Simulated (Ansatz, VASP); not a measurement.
## One calculation of Be2SbCl, two programs

```
Be Sb Cl
1.0
     2.34522   -2.61032    0.00000
     2.34522    2.61032    0.00000
     0.00000    0.00000    6.66808
Be Sb Cl
2 1 1
Direct
  0.50000 0.50000 0.65026
  0.50000 0.50000 0.34974
  0.50000 0.50000 0.00000
  0.00000 0.00000 0.50000
```

Alike in both runs: functional PBE; k mesh 6 × 6 × 4; occupations gaussian, width 0.1 eV; no spin polarisation.

Ansatz relaxed the structure, and its values are those at the end. VASP's run is a single point on that final structure, the one shown.

```csv
,VASP,Ansatz
version,VASP 6.6.1,Ansatz 0.2.0
potentials or method,"VASP PAW PBE potentials, release 64 (Be, Sb, Cl), cutoff 520 eV","scalar-relativistic, plane waves, PAW"
valence electrons in the cell,16,26
```

```tsv
	VASP	Ansatz	Ansatz less VASP
gap on the k mesh at the Fermi level (eV)	none	none	-
pressure (GPa)	0.1	-0.1	-0.12
rms of the force components (eV/Å)	0.017	0.004	-0.0123
```

A gap of «none» marks a metal or a gap that the smearing closes. With one functional, cell and mesh, what is left measures potentials, basis and numerics. VASP's potentials hold 16 valence electrons a cell and Ansatz's 26, so a difference there can come from the potentials and not from the codes.

Spin-orbit coupling is off throughout.
